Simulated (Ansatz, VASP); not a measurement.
# CaSi2N2 in VASP and in Ansatz

```
Ca Si N
1.0
    -3.30688    2.19500    2.95036
     3.30688   -2.19500    2.95036
     3.30688    2.19500   -2.95036
Ca Si N
1 2 2
Direct
  0.00000 0.00000 0.00000
  0.74093 0.50000 0.24093
  0.25907 0.50000 0.75907
  0.77419 0.27419 0.50000
  0.22581 0.72581 0.50000
```

Change from the starting cell: species swapped into the Ce2ZnNi2 type (Immm, No. 71).

Alike in both runs: functional PBE; k mesh 6 × 6 × 6; occupations gaussian, width 0.1 eV; no spin polarisation.

Ansatz relaxed the structure, and its values are those at the end. VASP's run is a single point on that final structure, the one shown.

```csv
,VASP,Ansatz
version,VASP 6.6.1,Ansatz 0.2.0
potentials or method,"VASP PAW PBE potentials, release 64 (Ca_sv, Si, N), cutoff 520 eV","scalar-relativistic, plane waves, PAW"
valence electrons in the cell,28,28
```

```tsv
	VASP	Ansatz	Ansatz less VASP
gap on the k mesh at the Fermi level (eV)	none	none	-
pressure (GPa)	0.1	0.1	0.00
rms of the force components (eV/Å)	0.009	0.003	-0.0057
```

A gap of «none» marks a metal or a gap that the smearing closes.
